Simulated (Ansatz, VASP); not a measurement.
## Tl in VASP and in Ansatz

```
Tl
1.0
     0.00000    3.54819    3.54819
     3.54819    0.00000    3.54819
     3.54819    3.54819    0.00000
Tl
2
Direct
  0.12500 0.12500 0.12500
  0.87500 0.87500 0.87500
```

Alike in both runs: task single point; functional BLYP; k mesh 8 × 8 × 8; occupations fermi-dirac, width 0.1 eV; no spin polarisation.

```csv
,VASP,Ansatz
version,VASP 6.6.1,Ansatz 0.2.0
potentials or method,"VASP PAW PBE potentials, release 64 (Tl_d), cutoff 520 eV","plane waves (420 eV) with PAW, scalar-relativistic"
valence electrons in the cell,26,26
```

```tsv
	VASP	Ansatz	Ansatz less VASP
pressure (GPa)	1.8	1.8	0.00
```

VASP's potentials were made for PBE, not for BLYP.

Neither program's run includes spin-orbit coupling.
